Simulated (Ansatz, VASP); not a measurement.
**RhC: VASP beside Ansatz**

The input INCAR:

```
SYSTEM = RhC
  ALGO = Normal
  EDIFF = 1E-6
  ENCUT = 520
  GGA = PE
  ISIF = 2
  ISMEAR = -1
  LASPH = .True.
  LCHARG = .False.
  LREAL = .False.
  LWAVE = .False.
  NBANDS = 16
  NELM = 80
  PREC = Accurate
  SIGMA = 0.1
```

File KPOINTS:

```
k-points
0
Gamma
  14 14 14
  0 0 0
```

File POSCAR:

```
RhC
1.0
    0.0000000000      2.2520265012      2.2520265012
    2.2520265012      0.0000000000      2.2520265012
    2.2520265012      2.2520265012      0.0000000000
Rh C
1 1
Direct
    0.0000000000      0.0000000000      0.0000000000
    0.2500000000      0.2500000000      0.2500000000
```

Input for Ansatz:

```yaml
crystal:
  lattice:
    - [0.0, 2.2520265012, 2.2520265012]
    - [2.2520265012, 0.0, 2.2520265012]
    - [2.2520265012, 2.2520265012, 0.0]
  atoms:
    - { symbol: Rh, position: [0.0, 0.0, 0.0] }
    - { symbol: C, position: [0.25, 0.25, 0.25] }
kpoints:
  mp_grid: { grid: [14, 14, 14] }
scf:
  occupations: { method: fermi_dirac, width: 0.1 }
hamiltonian:
  xc: pbe
  pseudopotentials: { kind: paw }
output:
  forces: true
  stress: true
  eigenvalues: true
  populations: true
  write_density: true
  write_potential: true
  elf: true
  volumetric_format: npy
```

Change from the starting cell: volume scaled by 0.95, PAW files.

Alike in both runs: task single point; functional PBE; k mesh 14 × 14 × 14; occupations fermi-dirac, width 0.1 eV; no spin polarisation.

|  | VASP | Ansatz |
| --- | --- | --- |
| version | VASP 6.6.1 | Ansatz 0.2.0 |
| potentials or method | VASP PAW PBE potentials, release 64 (Rh_pv, C) | PAW with Ansatz's default frozen-core files, scalar-relativistic |
| plane-wave cutoff (eV) | 520 | 420 |
| valence electrons in the cell | 19 | 21 |

|  | VASP | Ansatz | Ansatz less VASP |
| --- | --- | --- | --- |
| pressure (GPa) | 13.7 | 13.5 | -0.23 |

VASP's potentials hold 19 valence electrons a cell and Ansatz's 21, so a difference there can come from the potentials and not from the codes.
